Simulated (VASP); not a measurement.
Wanted: the native input for a VASP 6.6.1 run.

* Task: single point
* Functional: LDA
* Potentials or basis: VASP PAW LDA potentials, release 64 (Ti_sv, B)
* Cutoff: 500 eV
* k mesh: 9 × 9 × 9
* Occupations: methfessel-paxton, width 0.1 eV
* Spin: no spin polarisation
* Dipole correction: no
* Further INCAR settings: ALGO = Normal; EDIFF = 1e-06; NBANDS = 14

The structure of TiB lies in POSCAR:

```
TiB
1.0
    0.0000000000      2.1422065399      2.1422065399
    2.1422065399      0.0000000000      2.1422065399
    2.1422065399      2.1422065399      0.0000000000
Ti B
1 1
Direct
    0.2500000000      0.2500000000      0.2500000000
    0.0000000000      0.0000000000      0.0000000000
```

These files were run (other wordings do the same):

INCAR

```
PREC = Accurate ; ENCUT = 500
EDIFF = 1E-6 ; ISMEAR = 1
SIGMA = 0.1 ; LREAL = F
LASPH = T ; NELM = 120
ALGO = Normal ; ISIF = 2
LWAVE = F ; LCHARG = F
NBANDS = 14 ; GGA_COMPAT = F
```

KPOINTS

```
Automatic mesh
0
Gamma
  9 9 9
```

Potentials or basis: VASP PAW LDA potentials, release 64 (Ti_sv, B).

Launch:

```bash
$ cat potpaw_LDA.64/Ti_sv/POTCAR potpaw_LDA.64/B/POTCAR > POTCAR
$ mpirun -np 1 vasp_std > vasp.out
```

Results of the run:

```
Pressure : 83.0 GPa
```

It took 14 s on 1 thread of Intel Xeon 8259CL (shared host), peak memory 0.13 GiB.
